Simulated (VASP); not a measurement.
# HgPt3 (Cmmm) in VASP: further runs

HgPt3 is run at these levels: LDA; tasks: single point.

Everything below comes from runs of VASP 6.6.1. Logs are shortened: lines on timing, memory, paths and dates and some standing lists are left out, and cuts for length are marked.

## Step 1: The cell of the first run

Symmetry: Cmmm, No. 65, orthorhombic system. Conventional cell: a = 5.730 Å, b = 7.810 Å, c = 2.856 Å, α = 90.00°, β = 90.00°, γ = 90.00°. Within 3.7 Å of Hg (site symmetry mmm) lie 10 Pt at 2.81 to 2.86 Å and 2 Hg at 2.86 Å. Within 3.7 Å of Pt (site symmetry mmm) lie 10 Pt at 2.81 to 2.86 Å and 2 Hg at 2.86 Å. Pt (site symmetry 2/m) has 4 Hg at 2.81 Å and 8 Pt at 2.81 to 2.86 Å within 3.7 Å.

## Step 2: Single point, LDA

Contents of INCAR:

```
SYSTEM = HgPt3
PREC = Accurate ; ENCUT = 520
EDIFF = 1E-6 ; ISMEAR = 0
SIGMA = 0.1 ; LREAL = .FALSE.
LASPH = .TRUE. ; NELM = 60
ALGO = Normal ; ISIF = 2
LWAVE = .FALSE. ; LCHARG = .FALSE.
NBANDS = 29
```

Contents of KPOINTS:

```
Automatic mesh
0
G
  5 5 8
  0 0 0
```

Contents of POSCAR:

```
HgPt3
1.0
    2.8649732013     -3.9052488882      0.0000000000
    2.8649732013      3.9052488882      0.0000000000
    0.0000000000      0.0000000000      2.8564256026
Hg Pt
1 3
Direct
    0.0000000000      0.0000000000      0.0000000000
    0.5000000000      0.5000000000      0.0000000000
    0.0000000000      0.5000000000      0.5000000000
    0.5000000000      0.0000000000      0.5000000000
```

Potentials or basis: VASP PAW LDA potentials, release 64 (Hg, Pt).

Run with:

```sh
> cat potpaw_LDA.64/Hg/POTCAR potpaw_LDA.64/Pt/POTCAR > POTCAR
> mpirun -np 1 vasp_std > vasp.out
```

OUTCAR:

```text
SYSTEM = HgPt3
   PREC = Accurate
   ENCUT = 520
   EDIFF = 1E-6
   ISMEAR = 0
   LREAL = .FALSE.
   LASPH = .TRUE.
   NELM = 60
   ISIF = 2

 ion  position               nearest neighbor table
   1  0.000  0.000  0.000-   3 2.81   4 2.81   3 2.81   4 2.81   3 2.81   3 2.81   4 2.81   4 2.81
                             2 2.86   2 2.86
   2  0.500  0.500  0.000-   3 2.81   4 2.81   3 2.81   4 2.81   4 2.81   4 2.81   3 2.81   3 2.81
                             1 2.86   1 2.86
   3  0.000  0.500  0.500-   1 2.81   2 2.81   1 2.81   2 2.81   1 2.81   1 2.81   2 2.81   2 2.81
                             4 2.86   4 2.86
   4  0.500  0.000  0.500-   1 2.81   2 2.81   1 2.81   2 2.81   2 2.81   2 2.81   1 2.81   1 2.81
                             3 2.86   3 2.86

  LATTYP: Found a base centered orthorhombic cell.
 ALAT       =     5.7299464026
 B/A-ratio  =     1.3631013674
 C/A-ratio  =     0.4985082585

  Lattice vectors:

 A1 = (   2.8649732013,  -3.9052488882,   0.0000000000)
 A2 = (   2.8649732013,   3.9052488882,   0.0000000000)
 A3 = (   0.0000000000,   0.0000000000,   2.8564256026)

Analysis of symmetry for initial positions (statically):
=====================================================================
 Subroutine PRICEL returns:
 Original cell was already a primitive cell.

 Routine SETGRP: Setting up the symmetry group for a
 base centered orthorhombic supercell.

 Subroutine GETGRP returns: Found  8 space group operations
 (whereof  8 operations were pure point group operations)
 out of a pool of  8 trial point group operations.

The static configuration has the point symmetry D_2h.

Analysis of symmetry for dynamics (positions and initial velocities):
=====================================================================
 Subroutine PRICEL returns:
 Original cell was already a primitive cell.

 Routine SETGRP: Setting up the symmetry group for a
 base centered orthorhombic supercell.

 Subroutine GETGRP returns: Found  8 space group operations
 (whereof  8 operations were pure point group operations)
 out of a pool of  8 trial point group operations.

The dynamic configuration has the point symmetry D_2h.

 Subroutine INISYM returns: Found  8 space group operations
 (whereof  8 operations are pure point group operations),
 and found     1 'primitive' translations

----------------------------------------------------------------------------------------

                                     Primitive cell

  volume of cell :      63.9179

  direct lattice vectors                    reciprocal lattice vectors
[... 93 lines left out ...]
   EDIFFG = 0.1E-04   stopping-criterion for IOM
   NSW    =      0    number of steps for IOM
   IBRION =     -1    ionic relax: 0-MD 1-quasi-New 2-CG
   NFREE  =      0    steps in history (QN), initial steepest desc. (CG)
   ISIF   =      2    stress and relaxation
   ISYM   =      2    0-nonsym 1-usesym 2-fastsym
   POTIM  = 0.5000    time-step for ionic-motion
   TEBEG  =    0.0;   TEEND  =   0.0 temperature during run
   PSTRESS=    0.0 pullay stress
   NELECT =      42.0000    total number of electrons
   NUPDOWN=      -1.0000    fix difference up-down
   EMIN   =  10.00;   EMAX   =-10.00  energy-range for DOS
   EFERMI =   0.00;   METHOD = LEGACY
   ISMEAR =     0;   SIGMA  =   0.10  broadening in eV -4-tet -1-fermi 0-gaus
   EFERMI_NEDOS =   21; number of points for ismear=-14 and -15
   IALGO  =     38    algorithm
   IMIX   =      4    mixing-type and parameters
     AMIX     =   0.40;   BMIX     =  1.00
     AMIX_MAG =   1.60;   BMIX_MAG =  1.00
  volume/ion in A,a.u.               =      15.98       107.83
  Fermi-wavevector in a.u.,A,eV,Ry     =   1.423259  2.689569 27.560852  2.025665
  Thomas-Fermi vector in A             =   2.543875
   LORBIT       =      0    0 simple, 1 ext, 2 COOP (PROOUT), +10 PAW based schemes
   GGA     = CA    functional components
   LHFCALC =     F    Hartree Fock is set to
   AEXX    =    0.0000 exact exchange contribution
   IVDW    =     0    specifies the selected vdW correction
   LEPSILON=     F    determine dielectric tensor
   LRPA    =     F    only Hartree local field effects (RPA)
 non-spin polarized calculation
 Gauss-broadening in eV      SIGMA  =   0.10
  energy-cutoff  :      520.00
  volume of cell :       63.92
 maximum number of plane-waves:      1742
   NGX = 19   NGY = 19   NGZ = 11

 number of electron      41.9999997 magnetization

 Free energy of the ion-electron system (eV)
  ---------------------------------------------------
  ext. energy  EPLUGINS =         0.00000000
  ---------------------------------------------------
  free energy    TOTEN  =       -23.50231234 eV

  energy without entropy =      -23.49197312  energy(sigma->0) =      -23.49714273

 E-fermi :   8.9399     XC(G=0): -13.3507

 val. band max:        8.9280393546   @ k =   0.4000   0.4000   0.2500
 cond. band min:       8.9587343976   @ k =  -0.4000   0.4000   0.5000
 fundamental gap:      0.0306950430
 Fermi energy:         8.9398577572

 k-point     1 :       0.0000    0.0000    0.0000
  band No.  band energies     occupation
      1      -1.4864      2.00000
      2       0.0615      2.00000
      3       0.5031      2.00000
      4       0.7825      2.00000
      5       2.0022      2.00000
      6       2.1684      2.00000
[... 757 lines left out ...]
     28      19.1912      0.00000
     29      20.7545      0.00000

 [... further k-points ...]

------------------------ aborting loop because EDIFF is reached ----------------------------------------

  FORCE on cell =-STRESS in cart. coord.  units (eV):
  Direction    XX          YY          ZZ          XY          YZ          ZX
  --------------------------------------------------------------------------------------
  -------------------------------------------------------------------------------------
  Total       -1.2712398     -1.0608519     -1.7936421      0.0000000      0.0000000      0.0000000
  in kB      -31.8651425    -26.5915182    -44.9597806      0.0000000      0.0000000      0.0000000
  external PRESSURE =     -34.4721471 kB  Pullay stress =       0.0000000 kB

 VOLUME and BASIS-vectors are now :
 -----------------------------------------------------------------------------
  energy-cutoff  :      520.00
  volume of cell :       63.92
      direct lattice vectors                 reciprocal lattice vectors
     2.864973201 -3.905248888  0.000000000     0.174521702 -0.128032813  0.000000000
     2.864973201  3.905248888  0.000000000     0.174521702  0.128032813  0.000000000
     0.000000000  0.000000000  2.856425603     0.000000000  0.000000000  0.350087886

 POSITION                                       TOTAL-FORCE (eV/Angst)
 -----------------------------------------------------------------------------------
      0.00000      0.00000      0.00000        -0.000000     -0.000000      0.000000
      2.86497      0.00000      0.00000         0.000000      0.000000      0.000000
      1.43249      1.95262      1.42821        -0.000000     -0.000000      0.000000
      1.43249     -1.95262      1.42821        -0.000000      0.000000      0.000000
 -----------------------------------------------------------------------------------
    total drift:                                0.000000      0.000000      0.000000

  FREE ENERGIE OF THE ION-ELECTRON SYSTEM (eV)
  ---------------------------------------------------
  free  energy   TOTEN  =       -23.5023123448 eV

  energy  without entropy=      -23.4919731181  energy(sigma->0) =      -23.49714273
```

It took 26 s on 1 thread of AMD EPYC 9R45 (Zen 5), shared host; peak memory 0.17 GiB.

Results:

| Quantity | Value |
| --- | --- |
| Free energy | -23.5023 eV |
| Pressure | -3.4 GPa |
| Band gap on the k mesh | zero (bands 21 and 22 overlap by 1.54 eV) |

Stress tensor (GPa, compression positive):
```
-3.19  0.00  0.00
 0.00 -2.66  0.00
 0.00  0.00 -4.50
```

Caveat: the cell stands under tension; spin-orbit coupling is left out, which moves the levels of the heavy elements.

## Step 3: Single point, LDA

This run uses another cell than the first one, of 16.40 Å³/atom.

Contents of INCAR:

```
  ALGO = Normal
  EDIFF = 1E-6
  ENCUT = 520
  ISIF = 2
  ISMEAR = 0
  LASPH = True
  LCHARG = False
  LREAL = False
  LWAVE = False
  NBANDS = 29
  NELM = 60
  PREC = Accurate
  SIGMA = 0.1
```

Contents of KPOINTS:

```
k-points
0
Gamma
  5 5 8
```

Contents of POSCAR:

```
HgPt3
1.0
    2.8898872622     -3.9392092788      0.0000000000
    2.8898872622      3.9392092788      0.0000000000
    0.0000000000      0.0000000000      2.8812653329
Hg Pt
1 3
Direct
    0.0000000000      0.0000000000      0.0000000000
    0.5000000000      0.5000000000      0.0000000000
    0.0000000000      0.5000000000      0.5000000000
    0.5000000000      0.0000000000      0.5000000000
```

Potentials or basis: VASP PAW LDA potentials, release 64 (Hg, Pt).

Run with:

```sh
> cat potpaw_LDA.64/Hg/POTCAR potpaw_LDA.64/Pt/POTCAR > POTCAR
> mpirun -np 1 vasp_std > vasp.out
```

It took 26 s on 1 thread of AMD EPYC 9R45 (Zen 5), shared host; peak memory 0.18 GiB.

Results (log left out):

| Property | Result |
| --- | --- |
| Free energy | -23.4376 eV |
| Pressure | -9.0 GPa |
| Band gap on the k mesh | zero (bands 21 and 22 overlap by 1.48 eV) |

Stress tensor (GPa, compression positive):
```
-8.72  0.00  0.00
 0.00 -8.37  0.00
 0.00  0.00 -9.94
```

Levels at points of the mesh, in eV from the Fermi level:
| k point | band 19 | band 20 | band 21 | band 22 | band 23 | band 24 |
| --- | --- | --- | --- | --- | --- | --- |
| (0.00, 0.00, 0.00) | -0.71 | -0.70 | 0.15 | 0.19 | 0.39 | 1.81 |
| (0.00, 0.00, 0.50) | -1.51 | 0.37 | 0.52 | 1.45 | 4.58 | 6.14 |

Caveat: the cell stands under tension; spin-orbit coupling is left out, which moves the levels of the heavy elements.

## Step 4: Single point, LDA

This run uses another cell than the first one, of 16.82 Å³/atom.

Contents of INCAR:

```
SYSTEM = HgPt3
PREC = Accurate
ENCUT = 520
EDIFF = 1E-6
ISMEAR = 0
SIGMA = 0.1
LREAL = .False.
LASPH = .True.
NELM = 60
ALGO = Normal
ISIF = 2
LWAVE = .False.
LCHARG = .False.
NBANDS = 29
```

Contents of KPOINTS:

```
Automatic mesh
0
Gamma
  5 5 8
  0 0 0
```

Contents of POSCAR:

```
HgPt3
1.0
    2.9143790000     -3.9725940000      0.0000000000
    2.9143790000      3.9725940000      0.0000000000
    0.0000000000      0.0000000000      2.9056840000
Hg Pt
1 3
Direct
    0.0000000000      0.0000000000      0.0000000000
    0.5000000000      0.5000000000      0.0000000000
    0.0000000000      0.5000000000      0.5000000000
    0.5000000000      0.0000000000      0.5000000000
```

Run with:

```sh
> cat potpaw_LDA.64/Hg/POTCAR potpaw_LDA.64/Pt/POTCAR > POTCAR
> mpirun -np 1 vasp_std > vasp.out
```

Wall time 30 s (1 thread of AMD EPYC 9R45 (Zen 5), shared host); peak memory 0.18 GiB.

It converged, with:

* Free energy: -23.3192 eV
* Pressure: -13.7 GPa
* Band gap on the k mesh: zero (bands 21 and 22 overlap by 1.42 eV)

Stress tensor (GPa, compression positive):
```
-13.34   0.00   0.00
  0.00 -13.17   0.00
  0.00   0.00 -14.47
```

Levels at points of the mesh, in eV from the Fermi level:
| k point | band 19 | band 20 | band 21 | band 22 | band 23 | band 24 |
| --- | --- | --- | --- | --- | --- | --- |
| (0.00, 0.00, 0.00) | -0.68 | -0.60 | 0.14 | 0.18 | 0.37 | 1.86 |
| (0.00, 0.00, 0.50) | -1.44 | 0.35 | 0.49 | 1.40 | 4.44 | 5.98 |

Caveat: the cell stands under tension; spin-orbit coupling is left out, which moves the levels of the heavy elements.

## Step 5: Single point, LDA

This run uses another cell than the first one, of 17.24 Å³/atom.

Contents of INCAR:

```
SYSTEM = HgPt3
ALGO = Normal
EDIFF = 1E-6
ENCUT = 520
ISIF = 2
ISMEAR = 0
LASPH = .TRUE.
LCHARG = .FALSE.
LREAL = .FALSE.
LWAVE = .FALSE.
NBANDS = 29
NELM = 60
PREC = Accurate
SIGMA = 0.1
```

Contents of KPOINTS:

```
k-points
0
G
  5 5 8
  0 0 0
```

Contents of POSCAR:

```
HgPt3
1.0
    2.9384658692     -4.0054268443      0.0000000000
    2.9384658692      4.0054268443      0.0000000000
    0.0000000000      0.0000000000      2.9296990064
Hg Pt
1 3
Direct
    0.0000000000      0.0000000000      0.0000000000
    0.5000000000      0.5000000000      0.0000000000
    0.0000000000      0.5000000000      0.5000000000
    0.5000000000      0.0000000000      0.5000000000
```

Potentials or basis: VASP PAW LDA potentials, release 64 (Hg, Pt).

Run with:

```sh
> cat potpaw_LDA.64/Hg/POTCAR potpaw_LDA.64/Pt/POTCAR > POTCAR
> mpirun -np 1 vasp_std > vasp.out
```

OUTCAR:

```text
SYSTEM = HgPt3
   EDIFF = 1E-6
   ENCUT = 520
   ISIF = 2
   ISMEAR = 0
   LASPH = .TRUE.
   LREAL = .FALSE.
   NELM = 60
   PREC = Accurate

 ion  position               nearest neighbor table
   1  0.000  0.000  0.000-   3 2.88   4 2.88   3 2.88   4 2.88   3 2.88   3 2.88   4 2.88   4 2.88
                             2 2.94   2 2.94
   2  0.500  0.500  0.000-   3 2.88   4 2.88   3 2.88   4 2.88   4 2.88   4 2.88   3 2.88   3 2.88
                             1 2.94   1 2.94
   3  0.000  0.500  0.500-   1 2.88   2 2.88   1 2.88   2 2.88   1 2.88   1 2.88   2 2.88   2 2.88
                             4 2.94   4 2.94
   4  0.500  0.000  0.500-   1 2.88   2 2.88   1 2.88   2 2.88   2 2.88   2 2.88   1 2.88   1 2.88
                             3 2.94   3 2.94

  LATTYP: Found a base centered orthorhombic cell.
 ALAT       =     5.8769317384
 B/A-ratio  =     1.3631013674
 C/A-ratio  =     0.4985082585

  Lattice vectors:

 A1 = (   2.9384658692,  -4.0054268443,   0.0000000000)
 A2 = (   2.9384658692,   4.0054268443,   0.0000000000)
 A3 = (   0.0000000000,   0.0000000000,   2.9296990064)

Analysis of symmetry for initial positions (statically):
=====================================================================
 Subroutine PRICEL returns:
 Original cell was already a primitive cell.

 Routine SETGRP: Setting up the symmetry group for a
 base centered orthorhombic supercell.

 Subroutine GETGRP returns: Found  8 space group operations
 (whereof  8 operations were pure point group operations)
 out of a pool of  8 trial point group operations.

The static configuration has the point symmetry D_2h.

Analysis of symmetry for dynamics (positions and initial velocities):
=====================================================================
 Subroutine PRICEL returns:
 Original cell was already a primitive cell.

 Routine SETGRP: Setting up the symmetry group for a
 base centered orthorhombic supercell.

[... 127 lines left out ...]
     AMIX     =   0.40;   BMIX     =  1.00
     AMIX_MAG =   1.60;   BMIX_MAG =  1.00
  volume/ion in A,a.u.               =      17.24       116.35
  Fermi-wavevector in a.u.,A,eV,Ry     =   1.387662  2.622301 26.199468  1.925607
  Thomas-Fermi vector in A             =   2.511862
   LORBIT       =      0    0 simple, 1 ext, 2 COOP (PROOUT), +10 PAW based schemes
   GGA     = CA    functional components
   LHFCALC =     F    Hartree Fock is set to
   AEXX    =    0.0000 exact exchange contribution
   IVDW    =     0    specifies the selected vdW correction
   LEPSILON=     F    determine dielectric tensor
   LRPA    =     F    only Hartree local field effects (RPA)
 non-spin polarized calculation
 Gauss-broadening in eV      SIGMA  =   0.10
  energy-cutoff  :      520.00
  volume of cell :       68.96
 maximum number of plane-waves:      1873
 NGX is ok and might be reduce to    40
   NGX = 19   NGY = 19   NGZ = 11

 number of electron      42.0000002 magnetization

 Free energy of the ion-electron system (eV)
  ---------------------------------------------------
  ext. energy  EPLUGINS =         0.00000000
  ---------------------------------------------------
  free energy    TOTEN  =       -23.15619757 eV

  energy without entropy =      -23.14341817  energy(sigma->0) =      -23.14980787

 E-fermi :   7.7074     XC(G=0): -12.9172

 val. band max:        7.6970546405   @ k =   0.4000   0.4000   0.2500
 cond. band min:       7.7109367998   @ k =  -0.2000   0.2000   0.0000
 fundamental gap:      0.0138821593
 Fermi energy:         7.7073568492

 k-point     1 :       0.0000    0.0000    0.0000
  band No.  band energies     occupation
      1      -1.9094      2.00000
      2      -0.5509      2.00000
      3      -0.1323      2.00000
      4       0.1406      2.00000
      5       1.1162      2.00000
      6       1.2565      2.00000
[... 757 lines left out ...]
     28      17.3882      0.00000
     29      18.9698      0.00000

 [... further k-points ...]

------------------------ aborting loop because EDIFF is reached ----------------------------------------

  FORCE on cell =-STRESS in cart. coord.  units (eV):
  Direction    XX          YY          ZZ          XY          YZ          ZX
  --------------------------------------------------------------------------------------
  -------------------------------------------------------------------------------------
  Total       -7.4023817     -7.3993549     -7.8489810     -0.0000000      0.0000000      0.0000000
  in kB     -171.9727381   -171.9024177   -182.3481682     -0.0000000      0.0000000      0.0000000
  external PRESSURE =    -175.4077747 kB  Pullay stress =       0.0000000 kB

 VOLUME and BASIS-vectors are now :
 -----------------------------------------------------------------------------
  energy-cutoff  :      520.00
  volume of cell :       68.96
      direct lattice vectors                 reciprocal lattice vectors
     2.938465869 -4.005426844  0.000000000     0.170156817 -0.124830641  0.000000000
     2.938465869  4.005426844  0.000000000     0.170156817  0.124830641  0.000000000
     0.000000000  0.000000000  2.929699006     0.000000000  0.000000000  0.341331993

 POSITION                                       TOTAL-FORCE (eV/Angst)
 -----------------------------------------------------------------------------------
      0.00000      0.00000      0.00000         0.000000      0.000000      0.000000
      2.93847      0.00000      0.00000         0.000000      0.000000      0.000000
      1.46923      2.00271      1.46485        -0.000000     -0.000000      0.000000
      1.46923     -2.00271      1.46485        -0.000000     -0.000000      0.000000
 -----------------------------------------------------------------------------------
    total drift:                                0.000000      0.000000     -0.000000

  FREE ENERGIE OF THE ION-ELECTRON SYSTEM (eV)
  ---------------------------------------------------
  free  energy   TOTEN  =       -23.1561975747 eV

  energy  without entropy=      -23.1434181735  energy(sigma->0) =      -23.14980787
```

Wall time 30 s (1 thread of AMD EPYC 9R45 (Zen 5), shared host); peak memory 0.18 GiB.

What came out:

```
Free energy            : -23.1562 eV
Pressure               : -17.5 GPa
Band gap on the k mesh : zero (bands 21 and 22 overlap by 1.38 eV)
```

Stress tensor (GPa, compression positive):
```
-17.20   0.00   0.00
  0.00 -17.19   0.00
  0.00   0.00 -18.23
```

Caveat: the cell stands under tension; spin-orbit coupling is left out, which moves the levels of the heavy elements.

## Step 6: Summary

```tsv
cell	gap on the mesh (eV)	pressure (GPa)
a = 4.843, b = 4.843, c = 2.856 Å, angles 90.0, 90.0, 107.5°, 4 atoms	none	-3.4
a = 4.886, b = 4.886, c = 2.881 Å, angles 90.0, 90.0, 107.5°, 4 atoms	none	-9.0
a = 4.927, b = 4.927, c = 2.906 Å, angles 90.0, 90.0, 107.5°, 4 atoms	none	-13.7
a = 4.968, b = 4.968, c = 2.930 Å, angles 90.0, 90.0, 107.5°, 4 atoms	none	-17.5
```

Alike in all rows: task single point; level LDA; potentials or basis VASP PAW LDA potentials, release 64 (Hg, Pt); no spin polarisation; k mesh 5 × 5 × 8; cutoff (eV) 520; smearing gaussian 0.1 eV.

Caveats: the cell stands under tension; spin-orbit coupling is left out, which moves the levels of the heavy elements.

Total energies depend on the potentials used, so only differences within one code and one set of settings carry meaning.

The gap in the log of VASP goes by the Fermi energy; the results here count the filled bands.